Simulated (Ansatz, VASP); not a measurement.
**One calculation of MgO, two programs**

File INCAR:

```
ALGO     = Normal         # electronic algorithm
EDIFF    = 1E-6           # SCF threshold, eV
ENCUT    = 600            # plane-wave cutoff, eV
GGA      = PE             # functional
GGA_COMPAT= F            
ISIF     = 2              # what is computed and relaxed
ISMEAR   = -1             # smearing method
LASPH    = T              # aspherical terms in the spheres
LCHARG   = F              # write CHGCAR
LREAL    = F              # projectors in reciprocal space
LWAVE    = F              # write WAVECAR
NBANDS   = 11             # bands
NELM     = 120            # most SCF steps
PREC     = Accurate       # precision mode
SIGMA    = 0.1            # smearing width, eV
```

The input KPOINTS:

```
k-points
0
Gamma
  8 8 8
```

POSCAR

```
MgO
1.0
    0.0000000000      2.1715000000      2.1715000000
    2.1715000000      0.0000000000      2.1715000000
    2.1715000000      2.1715000000      0.0000000000
Mg O
1 1
Direct
    0.0000000000      0.0000000000      0.0000000000
    0.5000000000      0.5000000000      0.5000000000
```

Input for Ansatz:

```yaml
crystal:
  lattice:
    - [0.0, 2.1715, 2.1715]
    - [2.1715, 0.0, 2.1715]
    - [2.1715, 2.1715, 0.0]
  atoms:
    - { symbol: Mg, position: [0.0, 0.0, 0.0] }
    - { symbol: O, position: [0.5, 0.5, 0.5] }
hamiltonian:
  xc: pbe
  pseudopotentials: { kind: paw }
basis:
  ecutwfc: 420
kpoints:
  mp_grid: { grid: [8, 8, 8] }
scf:
  occupations: { method: fermi_dirac, width: 0.1 }
  lower_state_search: "off"
  algorithm: density_mixing
  max_iter: 60
  mixing: { algorithm: broyden, ndim: 3, beta: 0.1, preconditioner: none }
output:
  forces: true
  stress: true
```

Alike in both runs: task single point; functional PBE; k mesh 8 × 8 × 8; occupations fermi-dirac, width 0.1 eV; no spin polarisation.

|  | VASP | Ansatz |
| --- | --- | --- |
| version | VASP 6.6.1 | Ansatz 0.2.0 |
| potentials or method | VASP PAW PBE potentials, release 64 (Mg, O), cutoff 600 eV | PAW, plane waves, scalar-relativistic |
| valence electrons in the cell | 8 | 16 |

VASP gave:

```
pressure (GPa) : -9.2
```

What did Ansatz give for the same quantities?

Pressure (GPa): -8.2.

VASP's potentials hold 8 valence electrons a cell and Ansatz's 16, so a difference there can come from the potentials and not from the codes.
